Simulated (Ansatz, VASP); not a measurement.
# One calculation of Os, two programs

```
CELL_PARAMETERS angstrom
-1.51798 1.51798 1.51798
1.51798 -1.51798 1.51798
1.51798 1.51798 -1.51798
ATOMIC_POSITIONS crystal
Os 0.00000 0.00000 0.00000
```

Alike in both runs: task relaxation of cell and atoms; functional RPBE; k mesh 14 × 14 × 14; occupations fermi-dirac, width 0.1 eV; no spin polarisation.

|  | VASP | Ansatz |
| --- | --- | --- |
| version | VASP 6.6.1 | Ansatz 0.2.0 |
| potentials or method | VASP PAW PBE potentials, release 64 (Os), cutoff 600 eV | plane waves (420 eV) with PAW, scalar-relativistic |
| valence electrons in the cell | 8 | 16 |

|  | VASP | Ansatz | Ansatz less VASP |
| --- | --- | --- | --- |
| relaxed volume (Å³/atom) | 14.95 | 14.95 | +0.003 |
| relaxed length of the cell vector where the two differ most in proportion (Å) | 2.688 | 2.688 | +0.0002 |

VASP's potentials were made for PBE, not for RPBE. VASP's potentials hold 8 valence electrons a cell and Ansatz's 16, so a difference there can come from the potentials and not from the codes.

Neither program's run includes spin-orbit coupling.
